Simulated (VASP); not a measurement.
HfBi2I6, 9 atoms in the cell. The structure is cubic, space group Fm-3m (No. 225). Conventional cell: a = 11.402 Å, b = 11.402 Å, c = 11.402 Å, α = 90.00°, β = 90.00°, γ = 90.00°. I (site symmetry 4mm) has 1 Hf at 2.78 Å within 3.7 Å. Hf (site symmetry m-3m) has 6 I at 2.78 Å within 3.7 Å. Bi (site symmetry -43m) has 12 I at 4.03 Å and 4 Hf at 4.94 Å within 5.3 Å. 

| Quantity | Value |
| --- | --- |
| Program | VASP 6.6.1 |
| Task | single point |
| Functional | PBE |
| Potentials or basis | VASP PAW PBE potentials, release 64 (I, Hf_pv, Bi_d) |
| Cutoff | 520 eV |
| k mesh | 5 × 5 × 5 |
| Occupations | gaussian, width 0.2843 eV |
| Spin | no spin polarisation |
| Dipole correction | no |
| Further INCAR settings | ALGO = Normal; EDIFF = 1e-06; NBANDS = 51 |

Potentials or basis: VASP PAW PBE potentials, release 64 (I, Hf_pv, Bi_d).

The run is started by

```sh
$ cat potpaw_PBE.64/I/POTCAR potpaw_PBE.64/Hf_pv/POTCAR potpaw_PBE.64/Bi_d/POTCAR > POTCAR
$ mpirun -np 1 vasp_std > vasp.out
```

Hardware: 1 thread of Intel(R) Xeon(R) Platinum 8488C (Sapphire Rapids), on a shared host.

Problem. Estimate the wall time of this run.

Solution. Wall time 6 min on 1 thread of Intel(R) Xeon(R) Platinum 8488C (Sapphire Rapids), with other jobs on the host, peak memory 0.58 GiB. Counts: scf iterations 14, k points 10.
